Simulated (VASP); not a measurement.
# InP (I-4m2) in VASP: notebook

The runs below take InP through single point, with PBE.

Everything below comes from runs of VASP 6.6.1. Logs are shortened: lines on timing, memory, paths and dates and some standing lists are left out, and cuts for length are marked.

## (1) The cell of the first run

It takes space group I-4m2 (No. 119, tetragonal). The conventional cell has a = 4.144 Å, b = 4.144 Å, c = 5.783 Å, α = 90.00°, β = 90.00°, γ = 90.00°. Within 3.3 Å of In (site symmetry -4m2) lie 4 P at 2.53 Å. P (site symmetry -4m2) has 4 In at 2.53 Å within 3.3 Å.

## (2) Single point, PBE

Contents of INCAR:

```
SYSTEM = InP
ALGO = Normal ; EDIFF = 1E-7
ENCUT = 520 ; GGA = PE
ISIF = 2 ; ISMEAR = -1
LASPH = .True. ; LCHARG = .False.
LREAL = .False. ; LWAVE = .False.
NBANDS = 16 ; NELM = 100
PREC = Accurate ; SIGMA = 0.05
```

Contents of KPOINTS:

```
k-points
0
Gamma
  6 6 6
  0 0 0
```

Contents of POSCAR:

```
InP
1.0
    0.0000000000      2.9305000000      2.8914266667
    2.9305000000      0.0000000000      2.8914266667
    2.9305000000      2.9305000000      0.0000000000
In P
1 1
Direct
    0.0000000000      0.0000000000      0.0000000000
    0.2500000000      0.2500000000      0.2500000000
```

Potentials or basis: VASP PAW PBE potentials, release 64 (In_d, P).

Started as:

```console
$ cat potpaw_PBE.64/In_d/POTCAR potpaw_PBE.64/P/POTCAR > POTCAR
$ mpirun -np 1 vasp_std > vasp.out
```

OUTCAR:

```text
SYSTEM = InP
   EDIFF = 1E-7
   ENCUT = 520
   GGA = PE
   ISIF = 2
   ISMEAR = -1
   LASPH = .True.
   LREAL = .False.
   NELM = 100
   PREC = Accurate

 ion  position               nearest neighbor table
   1  0.000  0.000  0.000-   2 2.53   2 2.53   2 2.53   2 2.53
   2  0.250  0.250  0.250-   1 2.53   1 2.53   1 2.53   1 2.53

  LATTYP: Found a body centered tetragonal cell.
 ALAT       =     4.1443528445
 C/A-ratio  =     1.3953573816

  Lattice vectors:

 A1 = (   0.0000000000,  -2.9305000000,  -2.8914266667)
 A2 = (   0.0000000000,   2.9305000000,  -2.8914266667)
 A3 = (   2.9305000000,   0.0000000000,   2.8914266667)

Analysis of symmetry for initial positions (statically):
=====================================================================
 Subroutine PRICEL returns:
 Original cell was already a primitive cell.

 Routine SETGRP: Setting up the symmetry group for a
 body centered tetragonal supercell.

 Subroutine GETGRP returns: Found  8 space group operations
 (whereof  8 operations were pure point group operations)
 out of a pool of 16 trial point group operations.

The static configuration has the point symmetry D_2d.

Analysis of symmetry for dynamics (positions and initial velocities):
=====================================================================
 Subroutine PRICEL returns:
 Original cell was already a primitive cell.

 Routine SETGRP: Setting up the symmetry group for a
 body centered tetragonal supercell.

 Subroutine GETGRP returns: Found  8 space group operations
 (whereof  8 operations were pure point group operations)
 out of a pool of 16 trial point group operations.

The dynamic configuration has the point symmetry D_2d.

 Subroutine INISYM returns: Found  8 space group operations
 (whereof  8 operations are pure point group operations),
 and found     1 'primitive' translations

----------------------------------------------------------------------------------------

                                     Primitive cell

  volume of cell :      49.6622

  direct lattice vectors                    reciprocal lattice vectors
     0.000000000  2.930500000  2.891426667    -0.170619348  0.170619348  0.172925015
     2.930500000  0.000000000  2.891426667     0.170619348 -0.170619348  0.172925015
     2.930500000  2.930500000  0.000000000     0.170619348  0.170619348 -0.172925015

  length of vectors
     4.116816539  4.116816539  4.144352845     0.296858527  0.296858527  0.296858527

  position of ions in fractional coordinates (direct lattice)
     0.000000000  0.000000000  0.000000000
     0.250000000  0.250000000  0.250000000

  ion indices of the primitive-cell ions
   primitive index   ion index
                 1           1
[... 71 lines left out ...]
   ENCUT  =  520.0 eV  38.22 Ry    6.18 a.u.   7.65  7.65  7.71*2*pi/ulx,y,z
   NELM   =    100;   NELMIN=  2; NELMDL= -5     # of ELM steps
   EDIFF  = 0.1E-06   stopping-criterion for ELM
   LREAL  =      F    real-space projection
   EDIFFG = 0.1E-05   stopping-criterion for IOM
   NSW    =      0    number of steps for IOM
   IBRION =     -1    ionic relax: 0-MD 1-quasi-New 2-CG
   NFREE  =      0    steps in history (QN), initial steepest desc. (CG)
   ISIF   =      2    stress and relaxation
   ISYM   =      2    0-nonsym 1-usesym 2-fastsym
   POTIM  = 0.5000    time-step for ionic-motion
   TEBEG  =    0.0;   TEEND  =   0.0 temperature during run
   PSTRESS=    0.0 pullay stress
   NELECT =      18.0000    total number of electrons
   NUPDOWN=      -1.0000    fix difference up-down
   EMIN   =  10.00;   EMAX   =-10.00  energy-range for DOS
   EFERMI =   0.00;   METHOD = LEGACY
   ISMEAR =    -1;   SIGMA  =   0.05  broadening in eV -4-tet -1-fermi 0-gaus
   EFERMI_NEDOS =   21; number of points for ismear=-14 and -15
   IALGO  =     38    algorithm
   IMIX   =      4    mixing-type and parameters
     AMIX     =   0.40;   BMIX     =  1.00
     AMIX_MAG =   1.60;   BMIX_MAG =  1.00
  volume/ion in A,a.u.               =      24.83       167.57
  Fermi-wavevector in a.u.,A,eV,Ry     =   1.167232  2.205748 18.536988  1.362430
  Thomas-Fermi vector in A             =   2.303735
   LORBIT       =      0    0 simple, 1 ext, 2 COOP (PROOUT), +10 PAW based schemes
   GGA     = PE    functional components
   LHFCALC =     F    Hartree Fock is set to
   AEXX    =    0.0000 exact exchange contribution
   IVDW    =     0    specifies the selected vdW correction
   LEPSILON=     F    determine dielectric tensor
   LRPA    =     F    only Hartree local field effects (RPA)
 non-spin polarized calculation
  energy-cutoff  :      520.00
  volume of cell :       49.66
 maximum number of plane-waves:      1363
 NGX is ok and might be reduce to    32
   NGX = 15   NGY = 15   NGZ = 15

 number of electron      18.0000000 magnetization

 Free energy of the ion-electron system (eV)
  ---------------------------------------------------
  ext. energy  EPLUGINS =         0.00000000
  ---------------------------------------------------
  free energy    TOTEN  =        -8.35329439 eV

  energy without entropy =       -8.35328826  energy(sigma->0) =       -8.35329132

 E-fermi :   5.7673     XC(G=0):  -9.3400

 val. band max:        5.3852638956   @ k =   0.0000   0.0000   0.0000
 cond. band min:       6.1261354045   @ k =   0.0000   0.0000   0.0000
 fundamental gap:      0.7408715090
 Fermi energy:         5.7672973158

 k-point     1 :       0.0000    0.0000    0.0000
  band No.  band energies     occupation
      1      -8.8793      2.00000
      2      -8.8793      2.00000
      3      -8.8733      2.00000
      4      -8.7195      2.00000
      5      -8.7180      2.00000
      6      -6.2669      2.00000
[... 433 lines left out ...]
      3      -8.7821      2.00000
      4      -8.7540      2.00000
      5      -8.6915      2.00000
      6      -4.0679      2.00000
[... 8 lines left out ...]
     15      16.2305      0.00000
     16      17.4410      0.00000

 [... further k-points ...]
[... 5 lines left out ...]
  --------------------------------------------------------------------------------------
  -------------------------------------------------------------------------------------
  Total        1.2829739      1.2829739      1.4418167      0.0000000      0.0000000      0.0000000
  in kB       41.3907006     41.3907006     46.5152118      0.0000000      0.0000000      0.0000000
  external PRESSURE =      43.0988710 kB  Pullay stress =       0.0000000 kB

 VOLUME and BASIS-vectors are now :
 -----------------------------------------------------------------------------
  energy-cutoff  :      520.00
  volume of cell :       49.66
      direct lattice vectors                 reciprocal lattice vectors
     0.000000000  2.930500000  2.891426667    -0.170619348  0.170619348  0.172925015
     2.930500000  0.000000000  2.891426667     0.170619348 -0.170619348  0.172925015
     2.930500000  2.930500000  0.000000000     0.170619348  0.170619348 -0.172925015

 POSITION                                       TOTAL-FORCE (eV/Angst)
 -----------------------------------------------------------------------------------
      0.00000      0.00000      0.00000         0.000000      0.000000     -0.000000
      1.46525      1.46525      1.44571        -0.000000     -0.000000      0.000000
 -----------------------------------------------------------------------------------
    total drift:                                0.000000      0.000000     -0.000000

  FREE ENERGIE OF THE ION-ELECTRON SYSTEM (eV)
  ---------------------------------------------------
  free  energy   TOTEN  =        -8.3532943885 eV

  energy  without entropy=       -8.3532882585  energy(sigma->0) =       -8.35329132
```

Run time: 41 s. Hardware: 1 thread of AMD EPYC 7R13, shared host; peak memory 0.18 GiB.

What came out:

| Property | Result |
| --- | --- |
| Free energy | -8.3533 eV |
| Pressure | 4.3 GPa |
| Band gap on the k mesh | 0.74 eV, direct |

Caveat: spin-orbit coupling is left out, which moves the levels of the heavy elements.

## (3) Single point, PBE

This run uses another cell than the first one, of 25.00 Å³/atom, 1.007 times its volume.

Contents of INCAR:

```
PREC = Accurate ; ENCUT = 520
EDIFF = 1E-6 ; ISMEAR = -1
SIGMA = 0.05 ; LREAL = False
LASPH = True ; NELM = 80
ALGO = Normal ; ISIF = 2
LWAVE = False ; LCHARG = True
GGA = PE ; LELF = True
LVHAR = True ; NBANDS = 16
```

Contents of KPOINTS:

```
Automatic mesh
0
Gamma
  6 6 6
```

Contents of POSCAR:

```
InP
1.0
    0.0000000000      2.9305000000      2.9109633333
    2.9305000000      0.0000000000      2.9109633333
    2.9305000000      2.9305000000      0.0000000000
In P
1 1
Direct
    0.0000000000      0.0000000000      0.0000000000
    0.2500000000      0.2500000000      0.2500000000
```

Potentials or basis: VASP PAW PBE potentials, release 64 (In_d, P).

Started as:

```console
$ cat potpaw_PBE.64/In_d/POTCAR potpaw_PBE.64/P/POTCAR > POTCAR
$ mpirun -np 1 vasp_std > vasp.out
```

OUTCAR:

```text
PREC = Accurate
   ENCUT = 520
   EDIFF = 1E-6
   ISMEAR = -1
   LREAL = False
   LASPH = True
   NELM = 80
   ISIF = 2
   GGA = PE

 ion  position               nearest neighbor table
   1  0.000  0.000  0.000-   2 2.53   2 2.53   2 2.53   2 2.53
   2  0.250  0.250  0.250-   1 2.53   1 2.53   1 2.53   1 2.53

  LATTYP: Found a body centered tetragonal cell.
 ALAT       =     4.1443528445
 C/A-ratio  =     1.4047854719

  Lattice vectors:

 A1 = (   0.0000000000,  -2.9305000000,  -2.9109633333)
 A2 = (   0.0000000000,   2.9305000000,  -2.9109633333)
 A3 = (   2.9305000000,   0.0000000000,   2.9109633333)

Analysis of symmetry for initial positions (statically):
=====================================================================
 Subroutine PRICEL returns:
 Original cell was already a primitive cell.

 Routine SETGRP: Setting up the symmetry group for a
 body centered tetragonal supercell.

 Subroutine GETGRP returns: Found  8 space group operations
 (whereof  8 operations were pure point group operations)
 out of a pool of 16 trial point group operations.

The static configuration has the point symmetry D_2d.

Analysis of symmetry for dynamics (positions and initial velocities):
=====================================================================
 Subroutine PRICEL returns:
 Original cell was already a primitive cell.

 Routine SETGRP: Setting up the symmetry group for a
 body centered tetragonal supercell.

 Subroutine GETGRP returns: Found  8 space group operations
 (whereof  8 operations were pure point group operations)
 out of a pool of 16 trial point group operations.

The dynamic configuration has the point symmetry D_2d.

 Subroutine INISYM returns: Found  8 space group operations
 (whereof  8 operations are pure point group operations),
 and found     1 'primitive' translations

----------------------------------------------------------------------------------------

                                     Primitive cell

  volume of cell :      49.9977

  direct lattice vectors                    reciprocal lattice vectors
     0.000000000  2.930500000  2.910963333    -0.170619348  0.170619348  0.171764445
     2.930500000  0.000000000  2.910963333     0.170619348 -0.170619348  0.171764445
     2.930500000  2.930500000  0.000000000     0.170619348  0.170619348 -0.171764445

  length of vectors
     4.130561436  4.130561436  4.144352845     0.296183977  0.296183977  0.296183977

  position of ions in fractional coordinates (direct lattice)
     0.000000000  0.000000000  0.000000000
     0.250000000  0.250000000  0.250000000

  ion indices of the primitive-cell ions
   primitive index   ion index
                 1           1
                 2           2

----------------------------------------------------------------------------------------

 KPOINTS: Automatic mesh

Automatic generation of k-mesh.
 Grid dimensions read from file:
 generate k-points for:    6    6    6

 Generating k-lattice:

  Cartesian coordinates                     Fractional coordinates (reciprocal lattice)
    -0.028436558  0.028436558  0.028627407     0.166666667  0.000000000  0.000000000
     0.028436558 -0.028436558  0.028627407     0.000000000  0.166666667  0.000000000
     0.028436558  0.028436558 -0.028627407     0.000000000  0.000000000  0.166666667

  Length of vectors
     0.049363996  0.049363996  0.049363996

  Shift w.r.t. Gamma in fractional coordinates (k-lattice)
     0.000000000  0.000000000  0.000000000

 Subroutine IBZKPT returns following result:
 ===========================================

 Found     30 irreducible k-points:

 Following reciprocal coordinates:
            Coordinates               Weight
  0.000000  0.000000  0.000000      1.000000
  0.166667  0.000000  0.000000      8.000000
  0.333333  0.000000  0.000000      8.000000
  0.500000  0.000000  0.000000      4.000000
  0.166667  0.166667  0.000000      2.000000
  0.333333  0.166667  0.000000      8.000000
[... 16 lines left out ...]
  0.333333  0.000000  0.333333      4.000000
  0.500000  0.000000  0.333333     16.000000
 [... further k-points ...]
   k-points           NKPTS =     30   k-points in BZ     NKDIM =     30   number of bands    NBANDS=     16
   number of dos      NEDOS =    301   number of ions     NIONS =      2
   total plane-waves  NPLWV =  32768
   dimension x,y,z NGX =    32 NGY =   32 NGZ =   32
   dimension x,y,z NGXF=    64 NGYF=   64 NGZF=   64
   ions per type =               1   1
   NGX,Y,Z   is equivalent  to a cutoff of  12.88, 12.88, 12.84 a.u.
   NGXF,Y,Z  is equivalent  to a cutoff of  25.76, 25.76, 25.67 a.u.
 SYSTEM =  unknown system
   PREC   = accura    normal or accurate (medium, high low for compatibility)
   ISTART =      0    job   : 0-new  1-cont  2-samecut
   ICHARG =      2    charge: 1-file 2-atom 10-const
   ISPIN  =      1    spin polarized calculation?
   LNONCOLLINEAR =      F non collinear calculations
   LSORBIT =      F    spin-orbit coupling
   LASPH  =      T    aspherical Exc in radial PAW
   ENCUT  =  520.0 eV  38.22 Ry    6.18 a.u.   7.68  7.68  7.71*2*pi/ulx,y,z
   NELM   =     80;   NELMIN=  2; NELMDL= -5     # of ELM steps
   EDIFF  = 0.1E-05   stopping-criterion for ELM
   LREAL  =      F    real-space projection
   EDIFFG = 0.1E-04   stopping-criterion for IOM
   NSW    =      0    number of steps for IOM
   IBRION =     -1    ionic relax: 0-MD 1-quasi-New 2-CG
   NFREE  =      0    steps in history (QN), initial steepest desc. (CG)
   ISIF   =      2    stress and relaxation
   ISYM   =      2    0-nonsym 1-usesym 2-fastsym
   POTIM  = 0.5000    time-step for ionic-motion
   TEBEG  =    0.0;   TEEND  =   0.0 temperature during run
   PSTRESS=    0.0 pullay stress
   NELECT =      18.0000    total number of electrons
   NUPDOWN=      -1.0000    fix difference up-down
   EMIN   =  10.00;   EMAX   =-10.00  energy-range for DOS
   EFERMI =   0.00;   METHOD = LEGACY
   ISMEAR =    -1;   SIGMA  =   0.05  broadening in eV -4-tet -1-fermi 0-gaus
   EFERMI_NEDOS =   21; number of points for ismear=-14 and -15
   IALGO  =     38    algorithm
   IMIX   =      4    mixing-type and parameters
     AMIX     =   0.40;   BMIX     =  1.00
     AMIX_MAG =   1.60;   BMIX_MAG =  1.00
  volume/ion in A,a.u.               =      25.00       168.70
  Fermi-wavevector in a.u.,A,eV,Ry     =   1.164615  2.200803 18.453955  1.356327
  Thomas-Fermi vector in A             =   2.301151
   LORBIT       =      0    0 simple, 1 ext, 2 COOP (PROOUT), +10 PAW based schemes
   GGA     = PE    functional components
   LHFCALC =     F    Hartree Fock is set to
   AEXX    =    0.0000 exact exchange contribution
   IVDW    =     0    specifies the selected vdW correction
   LEPSILON=     F    determine dielectric tensor
   LRPA    =     F    only Hartree local field effects (RPA)
 non-spin polarized calculation
  energy-cutoff  :      520.00
  volume of cell :       50.00
 maximum number of plane-waves:      1363
   NGX = 15   NGY = 15   NGZ = 15

 number of electron      18.0000003 magnetization

 Free energy of the ion-electron system (eV)
  ---------------------------------------------------
  ext. energy  EPLUGINS =         0.00000000
  ---------------------------------------------------
  free energy    TOTEN  =        -8.36239695 eV

  energy without entropy =       -8.36238895  energy(sigma->0) =       -8.36239295

 E-fermi :   5.6706     XC(G=0):  -9.3103

 val. band max:        5.2893514521   @ k =   0.0000   0.0000   0.0000
 cond. band min:       6.0148087963   @ k =   0.0000   0.0000   0.0000
 fundamental gap:      0.7254573442
 Fermi energy:         5.6705581606

 k-point     1 :       0.0000    0.0000    0.0000
  band No.  band energies     occupation
      1      -8.9390      2.00000
      2      -8.9390      2.00000
      3      -8.9360      2.00000
      4      -8.7832      2.00000
      5      -8.7825      2.00000
      6      -6.2955      2.00000
[... 8 lines left out ...]
     15      14.6738      0.00000
     16      14.7762      0.00000

 k-point     2 :       0.1667    0.0000    0.0000
  band No.  band energies     occupation
      1      -8.9709      2.00000
      2      -8.9262      2.00000
      3      -8.9243      2.00000
      4      -8.7830      2.00000
      5      -8.7818      2.00000
      6      -5.9788      2.00000
[... 8 lines left out ...]
     15      13.9204      0.00000
     16      14.7784      0.00000
[... 387 lines left out ...]
      5      -8.7564      2.00000
      6      -4.7832      2.00000
[... 8 lines left out ...]
     15      15.6135      0.00000
     16      18.6912      0.00000

 k-point    24 :       0.5000    0.0000    0.3333
  band No.  band energies     occupation
      1      -9.1040      2.00000
      2      -8.8555      2.00000
      3      -8.8452      2.00000
      4      -8.8179      2.00000
      5      -8.7557      2.00000
      6      -4.1174      2.00000
[... 8 lines left out ...]
     15      16.1427      0.00000
     16      17.3281      0.00000

 [... further k-points ...]
[... 5 lines left out ...]
  --------------------------------------------------------------------------------------
  -------------------------------------------------------------------------------------
  Total        1.1523448      1.1523448      1.2338895      0.0000000      0.0000000      0.0000000
  in kB       36.9268986     36.9268986     39.5399999      0.0000000      0.0000000      0.0000000
  external PRESSURE =      37.7979324 kB  Pullay stress =       0.0000000 kB

 VOLUME and BASIS-vectors are now :
 -----------------------------------------------------------------------------
  energy-cutoff  :      520.00
  volume of cell :       50.00
      direct lattice vectors                 reciprocal lattice vectors
     0.000000000  2.930500000  2.910963333    -0.170619348  0.170619348  0.171764445
     2.930500000  0.000000000  2.910963333     0.170619348 -0.170619348  0.171764445
     2.930500000  2.930500000  0.000000000     0.170619348  0.170619348 -0.171764445

 POSITION                                       TOTAL-FORCE (eV/Angst)
 -----------------------------------------------------------------------------------
      0.00000      0.00000      0.00000        -0.000000      0.000000      0.000000
      1.46525      1.46525      1.45548         0.000000     -0.000000      0.000000
 -----------------------------------------------------------------------------------
    total drift:                                0.000000      0.000000     -0.000000

  FREE ENERGIE OF THE ION-ELECTRON SYSTEM (eV)
  ---------------------------------------------------
  free  energy   TOTEN  =        -8.3623969455 eV

  energy  without entropy=       -8.3623889464  energy(sigma->0) =       -8.36239295
```

It took 35 s on 1 thread of AMD EPYC 7R13, shared host; peak memory 0.18 GiB.

What came out:

```
Free energy            : -8.3624 eV
Pressure               : 3.8 GPa
Band gap on the k mesh : 0.73 eV, direct
```

Stress tensor (GPa, compression positive):
```
3.69 0.00 0.00
0.00 3.69 0.00
0.00 0.00 3.95
```

Caveat: spin-orbit coupling is left out, which moves the levels of the heavy elements. As with any semilocal functional, this PBE gap is likely too small.
